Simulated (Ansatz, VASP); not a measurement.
**Two plane-wave programs on Ir2O**

Contents of INCAR:

```
PREC = Accurate ; ENCUT = 600
EDIFF = 1E-6 ; ISMEAR = 0
SIGMA = 0.1 ; LREAL = F
LASPH = T ; NELM = 150
ALGO = Normal ; ISIF = 3
LWAVE = F ; LCHARG = F
ISPIN = 2 ; MAGMOM = 1 1 0
LORBIT = 11 ; LMAXMIX = 4
GGA = PE ; IBRION = 2
NSW = 90 ; EDIFFG = -0.04
```

Contents of KPOINTS:

```
regular mesh
0
Gamma
  6 6 4
```

POSCAR

```
Ir2O
1.0
    2.8263853400      0.0000000000      0.0000000000
   -1.4131926700      2.4477215100      0.0000000000
    0.0000000000      0.0000000000      5.2504696100
Ir O
2 1
Direct
    0.0000000000      0.0000000000      0.7956741500
    0.0000000000      0.0000000000      0.2043258500
    0.0000000000      0.0000000000      0.5000000000
```

Input for Ansatz:

```yaml
crystal:
  lattice:
    - [2.82638534, 0.0, 0.0]
    - [-1.41319267, 2.44772151, 0.0]
    - [0.0, 0.0, 5.25046961]
  atoms:
    - { symbol: Ir, position: [0.0, 0.0, 0.79567415], spin: 1.0 }
    - { symbol: Ir, position: [0.0, 0.0, 0.20432585], spin: 1.0 }
    - { symbol: O, position: [0.0, 0.0, 0.5] }
basis:
  ecutwfc: 420
kpoints:
  mp_grid: { grid: [6, 6, 4] }
hamiltonian:
  xc: pbe
scf:
  occupations: { method: gaussian, width: 0.1 }
  lower_state_search: "off"
output:
  forces: true
  stress: true
  eigenvalues: true
  populations: true
magnetization:
  spin_polarized: true
relax:
  adjacent_minimum: "off"
  f_tol: 0.04
  max_steps: 70
  cell: { stress_tol: 0.4 }
```

Alike in both runs: task relaxation of cell and atoms; functional PBE; k mesh 6 × 6 × 4; occupations gaussian, width 0.1 eV; collinear spin.

|  | VASP | Ansatz |
| --- | --- | --- |
| version | VASP 6.6.1 | Ansatz 0.2.0 |
| potentials or method | VASP PAW PBE potentials, release 64 (Ir, O), cutoff 600 eV | scalar-relativistic, plane waves, PAW |
| valence electrons in the cell | 24 | 40 |

VASP gave:

```
gap on the k mesh at the Fermi level, each at its own relaxed structure (eV)  : none
net moment per atom (μB)                                                      : 0.00
relaxed volume (Å³/atom)                                                      : 13.51
relaxed length of the cell vector where the two differ most in proportion (Å) : 6.396
```

Task: What did Ansatz give for the same quantities?

Result: gap on the k mesh at the Fermi level, each at its own relaxed structure (eV): none; net moment per atom (μB): 0.00; relaxed volume (Å³/atom): 13.53; relaxed length of the cell vector where the two differ most in proportion (Å): 6.383.

A gap of «none» marks a metal or a gap that the smearing closes. VASP's potentials hold 24 valence electrons a cell and Ansatz's 40, so a difference there can come from the potentials and not from the codes. Ansatz's warnings: seeded moment not kept.

The k mesh is coarse, so the values compare programs but aren't converged. Neither program's run includes spin-orbit coupling.
